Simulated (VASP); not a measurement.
# LiNbO3 (R3c) in VASP: further runs

LiNbO3 is run at these levels: LDA, PBEsol, PBE; tasks: single point.

Program: VASP 6.6.1. These are calculated values, not measurements. Logs are shortened: lines on timing, memory, paths and dates and some standing lists are left out, and cuts for length are marked.

## 1. The cell of the first run

It takes space group R3c (No. 161, trigonal). Conventional cell: a = 5.068 Å, b = 5.068 Å, c = 13.688 Å, α = 90.00°, β = 90.00°, γ = 120.00°. Within 2.7 Å of Li (site symmetry 3) lie 6 O at 2.00 to 2.21 Å. Within 2.5 Å of Nb (site symmetry 3) lie 6 O at 1.88 to 2.08 Å. O (site symmetry 1) has 2 Nb at 1.88 to 2.08 Å and 2 Li at 2.00 to 2.21 Å within 2.5 Å.

## 2. Single point, LDA

Contents of INCAR:

```
PREC = Accurate ; ENCUT = 520
EDIFF = 1E-6 ; ISMEAR = -1
SIGMA = 0.02 ; LREAL = False
LASPH = True ; NELM = 60
ALGO = Normal ; ISIF = 2
LWAVE = False ; LCHARG = False
GGA = CA ; NBANDS = 45
```

Contents of KPOINTS:

```
regular mesh
0
Gamma
  6 6 6
```

Contents of POSCAR:

```
LiNbO3
1.0
    2.5338615410      1.4629256428      4.5625141505
   -2.5338615410      1.4629256428      4.5625141505
    0.0000000000     -2.9258512856      4.5625141505
Li Nb O
2 2 6
Direct
    0.7821258456      0.7821258456      0.7821258456
    0.2821258456      0.2821258456      0.2821258456
    0.4984959854      0.4984959854      0.4984959854
    0.9984959854      0.9984959854     -0.0015040146
    0.6064983353      0.2181901670      0.8666896668
    0.8666896668      0.6064983353      0.2181901670
    0.1064983353      0.3666896668      0.7181901670
    0.2181901670      0.8666896668      0.6064983353
    0.7181901670      0.1064983353      0.3666896668
    0.3666896668      0.7181901670      0.1064983353
```

Potentials or basis: VASP PAW LDA potentials, release 64 (Li_sv, Nb_sv, O).

On the command line:

```bash
$ cat potpaw_LDA.64/Li_sv/POTCAR potpaw_LDA.64/Nb_sv/POTCAR potpaw_LDA.64/O/POTCAR > POTCAR
$ mpirun -np 1 vasp_std > vasp.out
```

OUTCAR:

```text
PREC = Accurate
   ENCUT = 520
   EDIFF = 1E-6
   ISMEAR = -1
   LREAL = False
   LASPH = True
   NELM = 60
   ISIF = 2
   GGA = CA

 ion  position               nearest neighbor table
   1  0.782  0.782  0.782-   7 2.00   9 2.00  10 2.00   5 2.21   8 2.21   6 2.21
   2  0.282  0.282  0.282-   6 2.00   5 2.00   8 2.00   9 2.21  10 2.21   7 2.21
   3  0.498  0.498  0.498-   8 1.88   5 1.88   6 1.88   9 2.08  10 2.08   7 2.08
   4  0.998  0.998  0.998-  10 1.88   9 1.88   7 1.88   5 2.08   8 2.08   6 2.08
   5  0.606  0.218  0.867-   3 1.88   2 2.00   4 2.08   1 2.21
   6  0.867  0.606  0.218-   3 1.88   2 2.00   4 2.08   1 2.21
   7  0.106  0.367  0.718-   4 1.88   1 2.00   3 2.08   2 2.21
   8  0.218  0.867  0.606-   3 1.88   2 2.00   4 2.08   1 2.21
   9  0.718  0.106  0.367-   4 1.88   1 2.00   3 2.08   2 2.21
  10  0.367  0.718  0.106-   4 1.88   1 2.00   3 2.08   2 2.21

  LATTYP: Found a trigonal (rhomboedric) cell.
 ALAT       =     5.4200683685
 COS(alpha) =     0.5628945456

  Lattice vectors:

 A1 = (   2.5338615410,   1.4629256428,   4.5625141505)
 A2 = (  -2.5338615410,   1.4629256428,   4.5625141505)
 A3 = (   0.0000000000,  -2.9258512856,   4.5625141505)

Analysis of symmetry for initial positions (statically):
=====================================================================
 Subroutine PRICEL returns:
 Original cell was already a primitive cell.

 Routine SETGRP: Setting up the symmetry group for a
 trigonal (rhombohedral) supercell.

 Subroutine GETGRP returns: Found  6 space group operations
 (whereof  3 operations were pure point group operations)
 out of a pool of 12 trial point group operations.

The static configuration has the point symmetry C_3 .
 The point group associated with its full space group is C_3v.

Analysis of symmetry for dynamics (positions and initial velocities):
=====================================================================
 Subroutine PRICEL returns:
 Original cell was already a primitive cell.

 Routine SETGRP: Setting up the symmetry group for a
 trigonal (rhombohedral) supercell.

 Subroutine GETGRP returns: Found  6 space group operations
 (whereof  3 operations were pure point group operations)
 out of a pool of 12 trial point group operations.

The dynamic configuration has the point symmetry C_3 .
 The point group associated with its full space group is C_3v.

 Subroutine INISYM returns: Found  6 space group operations
 (whereof  3 operations are pure point group operations),
 and found     1 'primitive' translations

[... 113 lines left out ...]
   NSW    =      0    number of steps for IOM
   IBRION =     -1    ionic relax: 0-MD 1-quasi-New 2-CG
   NFREE  =      0    steps in history (QN), initial steepest desc. (CG)
   ISIF   =      2    stress and relaxation
   ISYM   =      2    0-nonsym 1-usesym 2-fastsym
   POTIM  = 0.5000    time-step for ionic-motion
   TEBEG  =    0.0;   TEEND  =   0.0 temperature during run
   PSTRESS=    0.0 pullay stress
   NELECT =      68.0000    total number of electrons
   NUPDOWN=      -1.0000    fix difference up-down
   EMIN   =  10.00;   EMAX   =-10.00  energy-range for DOS
   EFERMI =   0.00;   METHOD = LEGACY
   ISMEAR =    -1;   SIGMA  =   0.02  broadening in eV -4-tet -1-fermi 0-gaus
   EFERMI_NEDOS =   21; number of points for ismear=-14 and -15
   IALGO  =     38    algorithm
   IMIX   =      4    mixing-type and parameters
     AMIX     =   0.40;   BMIX     =  1.00
     AMIX_MAG =   1.60;   BMIX_MAG =  1.00
  volume/ion in A,a.u.               =      10.15        68.48
  Fermi-wavevector in a.u.,A,eV,Ry     =   1.432598  2.707217 27.923731  2.052336
  Thomas-Fermi vector in A             =   2.552208
   LORBIT       =      0    0 simple, 1 ext, 2 COOP (PROOUT), +10 PAW based schemes
   GGA     = CA    functional components
   LHFCALC =     F    Hartree Fock is set to
   AEXX    =    0.0000 exact exchange contribution
   IVDW    =     0    specifies the selected vdW correction
   LEPSILON=     F    determine dielectric tensor
   LRPA    =     F    only Hartree local field effects (RPA)
 non-spin polarized calculation
  energy-cutoff  :      520.00
  volume of cell :      101.48
 maximum number of plane-waves:      2754
   NGX = 21   NGY = 21   NGZ = 21

 number of electron      68.0000018 magnetization

 Free energy of the ion-electron system (eV)
  ---------------------------------------------------
  ext. energy  EPLUGINS =         0.00000000
  ---------------------------------------------------
  free energy    TOTEN  =       -87.60586186 eV

  energy without entropy =      -87.60586186  energy(sigma->0) =      -87.60586186

 E-fermi :   4.2916     XC(G=0): -11.5849

 val. band max:        3.7222820540   @ k =   0.1667   0.1667   0.1667
 cond. band min:       7.2121160462   @ k =   0.0000   0.0000   0.0000
 fundamental gap:      3.4898339921
 Fermi energy:         4.2916224485

 k-point     1 :       0.0000    0.0000    0.0000
  band No.  band energies     occupation
      1     -50.0194      2.00000
      2     -49.9996      2.00000
      3     -37.5347      2.00000
      4     -37.5307      2.00000
      5     -26.5537      2.00000
      6     -26.5537      2.00000
[... 1141 lines left out ...]
     44      13.5609      0.00000
     45      14.4518      0.00000

 [... further k-points ...]
[... 5 lines left out ...]
  --------------------------------------------------------------------------------------
  -------------------------------------------------------------------------------------
  Total        0.1150195      0.1150195      0.0641895      0.0000000      0.0000000      0.0000000
  in kB        1.8160231      1.8160231      1.0134779      0.0000000      0.0000000      0.0000000
  external PRESSURE =       1.5485080 kB  Pullay stress =       0.0000000 kB

 VOLUME and BASIS-vectors are now :
 -----------------------------------------------------------------------------
  energy-cutoff  :      520.00
  volume of cell :      101.48
      direct lattice vectors                 reciprocal lattice vectors
     2.533861541  1.462925643  4.562514151     0.197327278  0.113926957  0.073059134
    -2.533861541  1.462925643  4.562514151    -0.197327278  0.113926957  0.073059134
     0.000000000 -2.925851286  4.562514151     0.000000000 -0.227853914  0.073059134

 POSITION                                       TOTAL-FORCE (eV/Angst)
 -----------------------------------------------------------------------------------
      0.00000      0.00000     10.70538         0.000000      0.000000      0.001050
      0.00000      0.00000      3.86161         0.000000      0.000000      0.001050
      0.00000      0.00000      6.82318         0.000000      0.000000     -0.057550
      0.00000      0.00000     13.66696         0.000000      0.000000     -0.057550
      0.98392     -1.32935      7.71694         0.019461     -0.023266      0.018833
      0.65929      1.51677      7.71694         0.010418      0.028487      0.018833
     -0.65929     -1.40908      5.43568        -0.010418      0.028487      0.018833
     -1.64321     -0.18743      7.71694        -0.029879     -0.005221      0.018833
      1.54994      0.13358      5.43568        -0.019461     -0.023266      0.018833
     -0.89065      1.27550      5.43568         0.029879     -0.005221      0.018833
 -----------------------------------------------------------------------------------
    total drift:                               -0.000000     -0.000001      0.000120

  FREE ENERGIE OF THE ION-ELECTRON SYSTEM (eV)
  ---------------------------------------------------
  free  energy   TOTEN  =       -87.6058618631 eV

  energy  without entropy=      -87.6058618631  energy(sigma->0) =      -87.60586186
```

Run time: 3.1 min. Hardware: 1 thread of Intel Xeon Platinum 8488C (Sapphire Rapids), shared host; peak memory 0.27 GiB.

Results:

| Quantity | Value |
| --- | --- |
| Free energy | -87.6059 eV |
| Largest force | 0.058 eV/Å |
| Band gap on the k mesh | 3.49 eV, indirect (least direct gap 3.51 eV) |

Forces on the atoms (eV/Å):
```
Li   0.000  0.000  0.001
Li   0.000  0.000  0.001
Nb   0.000  0.000 -0.058
Nb   0.000  0.000 -0.058
O    0.019 -0.023  0.019
O    0.010  0.028  0.019
O   -0.010  0.028  0.019
O   -0.030 -0.005  0.019
O   -0.019 -0.023  0.019
O    0.030 -0.005  0.019
```

Levels at points of the mesh, in eV from the valence-band top:
```tsv
k point	band 31	band 32	band 33	band 34	band 35	band 36	band 37	band 38
(0.00, 0.00, 0.00)	-0.62	-0.52	-0.02	-0.02	3.49	3.49	3.92	5.18
(0.50, 0.00, 0.00)	-0.29	-0.29	-0.19	-0.19	3.91	3.91	4.76	4.76
(0.50, 0.50, 0.00)	-0.68	-0.67	-0.43	-0.23	3.56	4.07	4.59	4.66
(0.50, 0.50, 0.50)	-0.30	-0.30	-0.30	-0.30	4.69	4.69	4.91	4.91
```

Caveat: the cutoff is under 1.25 times the usual one of these potentials, so pressure, stress and relaxed cells hold a basis-set (Pulay) error.

## 3. Single point, PBEsol

This run uses another cell than the first one, of 10.52 Å³/atom, 1.037 times its volume.

Contents of INCAR:

```
PREC = Accurate
ENCUT = 520
EDIFF = 1E-6
ISMEAR = -1
SIGMA = 0.02
LREAL = False
LASPH = True
NELM = 100
ALGO = Normal
ISIF = 2
LWAVE = False
LCHARG = False
GGA = PS
NBANDS = 45
```

KPOINTS is that of step 2.

Contents of POSCAR:

```
LiNbO3
1.0
    2.5672832466      1.4822216735      4.6084580161
   -2.5672832466      1.4822216735      4.6084580161
    0.0000000000     -2.9644433471      4.6084580161
Li Nb O
2 2 6
Direct
    0.7817756196      0.7817756196      0.7817756196
    0.2817756196      0.2817756196      0.2817756196
    0.4993685065      0.4993685065      0.4993685065
    0.9993685065      0.9993685065     -0.0006314935
    0.6103194229      0.2195911131      0.8609453379
    0.8609453379      0.6103194229      0.2195911131
    0.1103194229      0.3609453379      0.7195911131
    0.2195911131      0.8609453379      0.6103194229
    0.7195911131      0.1103194229      0.3609453379
    0.3609453379      0.7195911131      0.1103194229
```

Potentials or basis: VASP PAW PBE potentials, release 64 (Li_sv, Nb_sv, O).

On the command line:

```bash
$ cat potpaw_PBE.64/Li_sv/POTCAR potpaw_PBE.64/Nb_sv/POTCAR potpaw_PBE.64/O/POTCAR > POTCAR
$ mpirun -np 1 vasp_std > vasp.out
```

Wall time 3.8 min (1 thread of Intel Xeon Platinum 8488C (Sapphire Rapids), shared host); peak memory 0.31 GiB.

The run converged. Its results:

- Free energy: -83.4469 eV
- Largest force: 0.036 eV/Å
- Band gap on the k mesh: 3.51 eV, indirect (least direct gap 3.52 eV)

Forces in eV/Å, atoms in the order of the input:
```
Li   0.000  0.000  0.002
Li   0.000  0.000  0.002
Nb   0.000  0.000 -0.036
Nb   0.000  0.000 -0.036
O    0.012  0.005  0.011
O   -0.010  0.008  0.011
O    0.010  0.008  0.011
O   -0.001 -0.013  0.011
O   -0.012  0.005  0.011
O    0.001 -0.013  0.011
```

Levels at points of the mesh, in eV from the valence-band top:
```csv
k point,band 32,band 33,band 34,band 35,band 36,band 37
"(0.00, 0.00, 0.00)",-0.50,-0.01,-0.01,3.51,3.51,3.96
"(0.50, 0.00, 0.00)",-0.30,-0.22,-0.22,3.87,3.87,4.70
"(0.50, 0.50, 0.00)",-0.67,-0.47,-0.20,3.59,4.10,4.60
"(0.50, 0.50, 0.50)",-0.32,-0.32,-0.32,4.62,4.62,4.84
```

Caveat: the cutoff is under 1.25 times the usual one of these potentials, so pressure, stress and relaxed cells hold a basis-set (Pulay) error; the PAW data sets were made with another functional, which shifts forces and pressure a little. A k mesh can miss the band edges.

## 4. Single point, PBE

This run uses another cell than the first one, of 10.58 Å³/atom, 1.042 times its volume.

Contents of INCAR:

```
ALGO = Normal ; EDIFF = 1E-6
ENCUT = 520 ; GGA = PE
ISIF = 2 ; ISMEAR = -1
LASPH = T ; LCHARG = F
LREAL = F ; LWAVE = F
NBANDS = 45 ; NELM = 100
PREC = Accurate ; SIGMA = 0.02
```

Contents of KPOINTS:

```
k-points
0
Gamma
  6 6 6
```

Contents of POSCAR:

```
LiNbO3
1.0
    2.5687001209      1.4830397063      4.6282193211
   -2.5687001209      1.4830397063      4.6282193211
    0.0000000000     -2.9660794126      4.6282193211
Li Nb O
2 2 6
Direct
    0.7821730187      0.7821730187      0.7821730187
    0.2821730187      0.2821730187      0.2821730187
    0.5001750950      0.5001750950      0.5001750950
    1.0001750950      1.0001750950      0.0001750950
    0.6079891826      0.2196400653      0.8620226385
    0.8620226385      0.6079891826      0.2196400653
    0.1079891826      0.3620226385      0.7196400653
    0.2196400653      0.8620226385      0.6079891826
    0.7196400653      0.1079891826      0.3620226385
    0.3620226385      0.7196400653      0.1079891826
```

On the command line:

```bash
$ cat potpaw_PBE.64/Li_sv/POTCAR potpaw_PBE.64/Nb_sv/POTCAR potpaw_PBE.64/O/POTCAR > POTCAR
$ mpirun -np 1 vasp_std > vasp.out
```

Wall time 3.6 min (1 thread of Intel Xeon Platinum 8488C (Sapphire Rapids), shared host); peak memory 0.32 GiB.

Results (log left out):

| Quantity | Value |
| --- | --- |
| Free energy | -80.0074 eV |
| Largest force | 0.115 eV/Å |
| Band gap on the k mesh | 3.61 eV, indirect (least direct gap 3.64 eV) |

Forces in eV/Å, atoms in the order of the input:
```
Li   0.000  0.000 -0.007
Li   0.000  0.000 -0.007
Nb   0.000  0.000 -0.107
Nb   0.000  0.000 -0.107
O    0.023 -0.106  0.038
O    0.080  0.073  0.038
O   -0.080  0.073  0.038
O   -0.103  0.033  0.038
O   -0.023 -0.106  0.038
O    0.103  0.033  0.038
```

Levels at points of the mesh, in eV from the valence-band top:
```
           k point  band 31  band 32  band 33  band 34  band 35  band 36  band 37  band 38
(0.00, 0.00, 0.00)    -0.66    -0.52    -0.01    -0.01     3.63     3.63     4.09     5.15
(0.50, 0.00, 0.00)    -0.29    -0.29    -0.20    -0.20     3.89     3.89     4.73     4.73
(0.50, 0.50, 0.00)    -0.67    -0.66    -0.47    -0.21     3.71     4.14     4.61     4.63
(0.50, 0.50, 0.50)    -0.31    -0.31    -0.31    -0.31     4.65     4.65     4.85     4.85
```

Caveat: the cutoff is under 1.25 times the usual one of these potentials, so pressure, stress and relaxed cells hold a basis-set (Pulay) error.

## 5. The runs side by side

| level | potentials or basis | cell | gap on the mesh (eV) | largest force (eV/Å) |
| --- | --- | --- | --- | --- |
| LDA | VASP PAW LDA potentials, release 64 (Li_sv, Nb_sv, O) | a = 5.420 Å, angles 55.7°, 10 atoms | 3.49 | 0.06 |
| PBEsol | VASP PAW PBE potentials, release 64 (Li_sv, Nb_sv, O) | a = 5.480 Å, angles 55.9°, 10 atoms | 3.51 | 0.04 |
| PBE | VASP PAW PBE potentials, release 64 (Li_sv, Nb_sv, O) | a = 5.497 Å, angles 55.7°, 10 atoms | 3.61 | 0.11 |

Alike in all rows: task single point; no spin polarisation; k mesh 6 × 6 × 6; cutoff (eV) 520; smearing fermi-dirac 0.02 eV.

Caveats: the cutoff is under 1.25 times the usual one of these potentials, so pressure, stress and relaxed cells hold a basis-set (Pulay) error; the PAW data sets were made with another functional, which shifts forces and pressure a little (some runs).

Total energies depend on the potentials used, so only differences within one code and one set of settings carry meaning.
